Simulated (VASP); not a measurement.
Here is a VASP 6.6.1 calculation.

INCAR

```
SYSTEM = Hg
PREC = Accurate ; ENCUT = 520
EDIFF = 1E-7 ; ISMEAR = -1
SIGMA = 0.03 ; LREAL = .False.
LASPH = .True. ; NELM = 60
ALGO = Normal ; ISIF = 2
LWAVE = .False. ; LCHARG = .False.
GGA = PE ; NBANDS = 19
```

Contents of KPOINTS:

```
Automatic mesh
0
Gamma
  13 13 7
  0 0 0
```

Contents of POSCAR:

```
Hg
1.0
    3.5204612254      0.0000000000      0.0000000000
   -1.7602306127      3.0488088542      0.0000000000
    0.0000000000      0.0000000000      5.8409672043
Hg
2
Direct
    0.3333333333      0.6666666667      0.2500000000
    0.6666666667      0.3333333333      0.7500000000
```

Potentials or basis: VASP PAW PBE potentials, release 64 (Hg).

The run is started by

```sh
$ cat potpaw_PBE.64/Hg/POTCAR > POTCAR
$ mpirun -np 1 vasp_std > vasp.out
```

Problem. Estimate the pressure.

Solution. 0.0 GPa.

Problem. What does it give for the band gap on the k mesh?

Solution. 0.15 eV, indirect (least direct gap 1.38 eV).

Stress tensor (GPa, compression positive):
```
 0.24  0.00  0.00
 0.00  0.24  0.00
 0.00  0.00 -0.37
```

Caveat: spin-orbit coupling is left out, which moves the levels of the heavy elements. A k mesh can miss the band edges.
